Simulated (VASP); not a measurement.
Here is a VASP 6.6.1 calculation.

File INCAR:

```
  PREC = Accurate
  ENCUT = 520
  EDIFF = 1E-7
  ISMEAR = -1
  SIGMA = 0.05
  LREAL = False
  LASPH = True
  NELM = 60
  ALGO = Normal
  ISIF = 2
  LWAVE = False
  LCHARG = False
  GGA = PE
  ISYM = 0
  NBANDS = 49
```

The input KPOINTS:

```
Automatic mesh
0
Gamma
  1 1 1
  0.25 0.25 0.25
```

File POSCAR:

```
AlSi4NO8
1.0
    5.7572110000     -0.1084800000      0.0355500000
   -0.1084800000      5.9047110000     -0.0767980000
    0.0355500000     -0.0767980000      5.9747940000
Si O Al N
4 8 1 1
Direct
    0.2370374952      0.5107897023      0.3907620823
    0.6390303743      0.4297993423      0.0394917716
    0.1469031774      0.1734213842      0.0466431156
    0.4146548750      0.7983860288      0.7738483485
    0.2162456320      0.9189470060      0.9466284126
    0.6232240121      0.6583919572      0.8931989240
    1.0031409912      0.6522257528      0.3225063443
    0.4025778896      0.2731866520      0.9443159956
    0.1523841693      0.2373840811      0.3203828225
    0.8801940511      0.2765396104      0.9718746438
    0.5769644833      0.9162486403      0.5771415677
    0.2581436326      0.5875368107      0.6522259422
    0.7311455798      0.7132167193      0.4245675068
    0.5273102357      0.5100655732      0.2958825253
```

Potentials or basis: VASP PAW PBE potentials, release 64 (Si, O, Al, N).

Command:

```sh
$ cat potpaw_PBE.64/Si/POTCAR potpaw_PBE.64/O/POTCAR potpaw_PBE.64/Al/POTCAR potpaw_PBE.64/N/POTCAR > POTCAR
$ mpirun -np 1 vasp_std > vasp.out
```

Predict the pressure.

-5.4 GPa.

Predict the largest force.

2.836 eV/Å.

Predict the band gap on the k mesh.

4.34 eV.

Forces in eV/Å, atoms in the order of the input:
```
Si   0.017 -1.285 -0.376
Si  -1.669 -2.054 -1.019
Si   0.812  1.029 -0.386
Si  -0.640 -0.494  0.205
O   -0.389 -1.100 -0.543
O    0.892  0.575 -0.106
O    0.362  0.311 -0.146
O    0.592  1.041  0.288
O   -0.067  0.145 -0.239
O    0.248  0.074  0.749
O   -0.129  0.296  0.064
O   -0.207  0.496  0.565
Al  -0.135  0.130  0.343
N    0.312  0.835  0.601
```

Caveat: the k points lie up to 1.09 Å⁻¹ apart.
